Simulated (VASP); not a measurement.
# HF in VASP: a series of runs, part 2 of 3

VASP 6.6.1.

## (3) Single point, PBE+D3(BJ)

Input file INCAR:

```
PREC     = Accurate       # precision mode
ENCUT    = 1010           # plane-wave cutoff, eV
EDIFF    = 1E-6           # SCF threshold, eV
ISMEAR   = -1             # smearing method
SIGMA    = 0.05           # smearing width, eV
LREAL    = False          # projectors in reciprocal space
LASPH    = True           # aspherical terms in the spheres
NELM     = 120            # most SCF steps
ALGO     = Normal         # electronic algorithm
ISIF     = 2              # what is computed and relaxed
LWAVE    = False          # write WAVECAR
LCHARG   = False          # write CHGCAR
GGA      = PE             # functional
IVDW     = 12             # dispersion correction
NBANDS   = 36             # bands
GGA_COMPAT= False
```

Input file KPOINTS:

```
Automatic mesh
0
Gamma
  1 1 1
```

Input file POSCAR:

```
HF
1.0
    5.4647890000      0.0000000000      0.0000000000
    0.0000000000      5.4647890000      0.0000000000
    0.0000000000      0.0000000000      5.4647890000
F H
6 6
Direct
    1.1371161814      0.4512525552      0.3769770434
    0.7058278005     -0.2359102977      0.4129162169
    0.3716520437      0.3227572007      0.9765427357
    0.5743680131      0.7885208377      0.9603481488
    0.8217334649      0.2832680274      0.8457600101
    0.3539203435      0.0855293773      0.5117489440
    1.2067986522      0.4158989487      0.2131829793
    0.6252757426     -0.2347208648      0.1404079828
    0.4678497194      0.4383517827      0.8739221222
    0.4023394133      0.9649960868      0.4171066806
    0.7127082125      0.1828432900      0.9175102643
    0.8737208335     -0.2012520520      0.4160453405
```

Potentials or basis: VASP PAW PBE potentials, release 64 (F_h, H_h).

Run with:

```
$ cat potpaw_PBE.64/F_h/POTCAR potpaw_PBE.64/H_h/POTCAR > POTCAR
$ mpirun -np 1 vasp_gam > vasp.out
```

OUTCAR:

```text
PREC = Accurate
   ENCUT = 1010
   EDIFF = 1E-6
   ISMEAR = -1
   LREAL = False
   LASPH = True
   NELM = 120
   ISIF = 2
   GGA = PE
   IVDW = 12
 IVDW          = 12

 ion  position               nearest neighbor table
   1  0.137  0.451  0.377-   7 0.99
   2  0.706  0.764  0.413-  12 0.94
   3  0.372  0.323  0.977-   9 0.99
   4  0.574  0.789  0.960-   8 1.03
   5  0.822  0.283  0.846-  11 0.90
   6  0.354  0.086  0.512-  10 0.88
   7  0.207  0.416  0.213-   1 0.99
   8  0.625  0.765  0.140-   4 1.03
   9  0.468  0.438  0.874-   3 0.99
  10  0.402  0.965  0.417-   6 0.88
  11  0.713  0.183  0.918-   5 0.90
  12  0.874  0.799  0.416-   2 0.94

  LATTYP: Found a simple cubic cell.
 ALAT       =     5.4647890000

  Lattice vectors:

 A1 = (   5.4647890000,   0.0000000000,   0.0000000000)
 A2 = (   0.0000000000,   5.4647890000,   0.0000000000)
 A3 = (   0.0000000000,   0.0000000000,   5.4647890000)

Analysis of symmetry for initial positions (statically):
=====================================================================
 Subroutine PRICEL returns:
 Original cell was already a primitive cell.

 Routine SETGRP: Setting up the symmetry group for a
 simple cubic supercell.

 Subroutine GETGRP returns: Found  1 space group operations
 (whereof  1 operations were pure point group operations)
 out of a pool of 48 trial point group operations.

The static configuration has the point symmetry C_1 .

Analysis of symmetry for dynamics (positions and initial velocities):
=====================================================================
 Subroutine PRICEL returns:
 Original cell was already a primitive cell.

 Routine SETGRP: Setting up the symmetry group for a
 simple cubic supercell.

 Subroutine GETGRP returns: Found  1 space group operations
 (whereof  1 operations were pure point group operations)
 out of a pool of 48 trial point group operations.

The dynamic configuration has the point symmetry C_1 .

 Subroutine INISYM returns: Found  1 space group operations
 (whereof  1 operations are pure point group operations),
 and found     1 'primitive' translations

----------------------------------------------------------------------------------------

                                     Primitive cell

  volume of cell :     163.2000

  direct lattice vectors                    reciprocal lattice vectors
     5.464789000  0.000000000  0.000000000     0.182989682  0.000000000  0.000000000
     0.000000000  5.464789000  0.000000000     0.000000000  0.182989682  0.000000000
     0.000000000  0.000000000  5.464789000     0.000000000  0.000000000  0.182989682

  length of vectors
     5.464789000  5.464789000  5.464789000     0.182989682  0.182989682  0.182989682

  position of ions in fractional coordinates (direct lattice)
     0.137116181  0.451252555  0.376977043
     0.705827801  0.764089702  0.412916217
     0.371652044  0.322757201  0.976542736
     0.574368013  0.788520838  0.960348149
     0.821733465  0.283268027  0.845760010
     0.353920344  0.085529377  0.511748944
     0.206798652  0.415898949  0.213182979
     0.625275743  0.765279135  0.140407983
     0.467849719  0.438351783  0.873922122
     0.402339413  0.964996087  0.417106681
     0.712708212  0.182843290  0.917510264
     0.873720834  0.798747948  0.416045340

  ion indices of the primitive-cell ions
   primitive index   ion index
                 1           1
                 2           2
                 3           3
                 4           4
                 5           5
                 6           6
                 7           7
                 8           8
                 9           9
                10          10
                11          11
                12          12

----------------------------------------------------------------------------------------

 KPOINTS: Automatic mesh

Automatic generation of k-mesh.
 Grid dimensions read from file:
 generate k-points for:    1    1    1

 Generating k-lattice:

  Cartesian coordinates                     Fractional coordinates (reciprocal lattice)
     0.182989682  0.000000000  0.000000000     1.000000000  0.000000000  0.000000000
     0.000000000  0.182989682  0.000000000     0.000000000  1.000000000  0.000000000
     0.000000000  0.000000000  0.182989682     0.000000000  0.000000000  1.000000000

  Length of vectors
     0.182989682  0.182989682  0.182989682

  Shift w.r.t. Gamma in fractional coordinates (k-lattice)
     0.000000000  0.000000000  0.000000000

 Subroutine IBZKPT returns following result:
 ===========================================

 Found      1 irreducible k-points:

 Following reciprocal coordinates:
            Coordinates               Weight
  0.000000  0.000000  0.000000      1.000000
   k-points           NKPTS =      1   k-points in BZ     NKDIM =      1   number of bands    NBANDS=     36
   number of dos      NEDOS =    301   number of ions     NIONS =     12
   total plane-waves  NPLWV = 216000
   dimension x,y,z NGX =    60 NGY =   60 NGZ =   60
   dimension x,y,z NGXF=   120 NGYF=  120 NGZF=  120
   ions per type =               6   6
   NGX,Y,Z   is equivalent  to a cutoff of  18.25, 18.25, 18.25 a.u.
   NGXF,Y,Z  is equivalent  to a cutoff of  36.51, 36.51, 36.51 a.u.
 SYSTEM =  unknown system
   PREC   = accura    normal or accurate (medium, high low for compatibility)
   ISTART =      0    job   : 0-new  1-cont  2-samecut
   ICHARG =      2    charge: 1-file 2-atom 10-const
   ISPIN  =      1    spin polarized calculation?
   LNONCOLLINEAR =      F non collinear calculations
   LSORBIT =      F    spin-orbit coupling
   LASPH  =      T    aspherical Exc in radial PAW
   ENCUT  = 1010.0 eV  74.23 Ry    8.62 a.u.  14.16 14.16 14.16*2*pi/ulx,y,z
   NELM   =    120;   NELMIN=  2; NELMDL= -5     # of ELM steps
   EDIFF  = 0.1E-05   stopping-criterion for ELM
   LREAL  =      F    real-space projection
   EDIFFG = 0.1E-04   stopping-criterion for IOM
   NSW    =      0    number of steps for IOM
   IBRION =     -1    ionic relax: 0-MD 1-quasi-New 2-CG
   NFREE  =      0    steps in history (QN), initial steepest desc. (CG)
   ISIF   =      2    stress and relaxation
   ISYM   =      2    0-nonsym 1-usesym 2-fastsym
   POTIM  = 0.5000    time-step for ionic-motion
   TEBEG  =    0.0;   TEEND  =   0.0 temperature during run
   PSTRESS=    0.0 pullay stress
   NELECT =      48.0000    total number of electrons
   NUPDOWN=      -1.0000    fix difference up-down
   EMIN   =  10.00;   EMAX   =-10.00  energy-range for DOS
   EFERMI =   0.00;   METHOD = LEGACY
   ISMEAR =    -1;   SIGMA  =   0.05  broadening in eV -4-tet -1-fermi 0-gaus
   EFERMI_NEDOS =   21; number of points for ismear=-14 and -15
   IALGO  =     38    algorithm
   IMIX   =      4    mixing-type and parameters
     AMIX     =   0.40;   BMIX     =  1.00
     AMIX_MAG =   1.60;   BMIX_MAG =  1.00
  volume/ion in A,a.u.               =      13.60        91.78
  Fermi-wavevector in a.u.,A,eV,Ry     =   1.088717  2.057378 16.127063  1.185306
  Thomas-Fermi vector in A             =   2.224905
   LORBIT       =      0    0 simple, 1 ext, 2 COOP (PROOUT), +10 PAW based schemes
   GGA     = PE    functional components
   LHFCALC =     F    Hartree Fock is set to
   AEXX    =    0.0000 exact exchange contribution
   IVDW    =    12    specifies the selected vdW correction
   LEPSILON=     F    determine dielectric tensor
   LRPA    =     F    only Hartree local field effects (RPA)
 non-spin polarized calculation
  energy-cutoff  :     1010.00
  volume of cell :      163.20
 maximum number of plane-waves:      5919
 NGX is ok and might be reduce to    60
   NGX = 29   NGY = 29   NGZ = 29

 number of electron      47.9999995 magnetization

 Free energy of the ion-electron system (eV)
  ---------------------------------------------------
  ext. energy  EPLUGINS =         0.00000000
  ---------------------------------------------------
  free energy    TOTEN  =       -48.09827329 eV

  energy without entropy =      -48.09827329  energy(sigma->0) =      -48.09827329

 E-fermi :  -4.1007     XC(G=0):  -6.3884

 val. band max:       -5.4110811885   @ k =   0.0000   0.0000   0.0000
 cond. band min:       0.4568939683   @ k =   0.0000   0.0000   0.0000
 fundamental gap:      5.8679751568
 Fermi energy:        -4.1007121689

 k-point     1 :       0.0000    0.0000    0.0000
  band No.  band energies     occupation
      1     -28.6180      2.00000
      2     -27.2546      2.00000
      3     -27.0270      2.00000
      4     -26.7969      2.00000
      5     -26.3750      2.00000
      6     -25.7943      2.00000
[... 28 lines left out ...]
     35       9.1487      0.00000
     36       9.5111      0.00000

------------------------ aborting loop because EDIFF is reached ----------------------------------------

 Edisp (eV)   -0.27931

 E8    (eV) :    -0.0559

  FORCE on cell =-STRESS in cart. coord.  units (eV):
  Direction    XX          YY          ZZ          XY          YZ          ZX
  --------------------------------------------------------------------------------------
  -------------------------------------------------------------------------------------
  Total       2.24126     2.56980    -2.47742    -1.77315     1.26320    -0.85156
  in kB      22.00301    25.22841   -24.32150   -17.40747    12.40120    -8.35994
  external pressure =        7.64 kB  Pullay stress =        0.00 kB

 VOLUME and BASIS-vectors are now :
 -----------------------------------------------------------------------------
  energy-cutoff  :     1010.00
  volume of cell :      163.20
      direct lattice vectors                 reciprocal lattice vectors
     5.464789000  0.000000000  0.000000000     0.182989682  0.000000000  0.000000000
     0.000000000  5.464789000  0.000000000     0.000000000  0.182989682  0.000000000
     0.000000000  0.000000000  5.464789000     0.000000000  0.000000000  0.182989682

 POSITION                                       TOTAL-FORCE (eV/Angst)
 -----------------------------------------------------------------------------------
      0.74931      2.46600      2.06010         0.243939      0.504008     -1.794847
      3.85720      4.17559      2.25650        -0.072915     -0.138502     -0.329750
      2.03100      1.76380      5.33660         0.817983      1.321867     -0.914384
      3.13880      4.30910      5.24810         0.576616     -0.270234      2.573685
      4.49060      1.54800      4.62190         1.613454      1.355019     -1.067843
      1.93410      0.46740      2.79660        -1.158970      2.354133      2.151159
      1.13011      2.27280      1.16500        -0.503454      0.208780      1.508988
      3.41700      4.18209      0.76730        -0.536930      0.180788     -2.486169
      2.55670      2.39550      4.77580        -1.143550     -0.997281      1.232440
      2.19870      5.27350      2.27940         1.229882     -2.703763     -1.922835
      3.89480      0.99920      5.01400        -1.479531     -1.641497      0.861395
      4.77470      4.36499      2.27360         0.413476     -0.173319      0.188161
 -----------------------------------------------------------------------------------
    total drift:                                0.000364      0.000704     -0.000708

  FREE ENERGIE OF THE ION-ELECTRON SYSTEM (eV)
  ---------------------------------------------------
  free  energy   TOTEN  =       -48.3775831054 eV

  energy  without entropy=      -48.3775831054  energy(sigma->0) =      -48.37758311
```

Run time: 16 s. Hardware: 1 thread of AMD EPYC 9R45 (Zen 5), shared host; peak memory 0.41 GiB.

Results:

```yaml
Free_energy: -48.3776 eV
Pressure: 0.8 GPa
Largest_force: 3.538 eV/Å
Dispersion_energy_per_atom: -0.023 eV
```

Forces on the atoms (eV/Å):
```
F    0.244  0.504 -1.795
F   -0.073 -0.139 -0.330
F    0.818  1.322 -0.914
F    0.577 -0.270  2.574
F    1.613  1.355 -1.068
F   -1.159  2.354  2.151
H   -0.503  0.209  1.509
H   -0.537  0.181 -2.486
H   -1.144 -0.997  1.232
H    1.230 -2.704 -1.923
H   -1.480 -1.641  0.861
H    0.413 -0.173  0.188
```

Caveat: the k points lie up to 1.15 Å⁻¹ apart, too coarse for converged energies, forces and pressures; the atoms stand as in a frame of molecular dynamics.

(Part 2 of 3 ends here.)
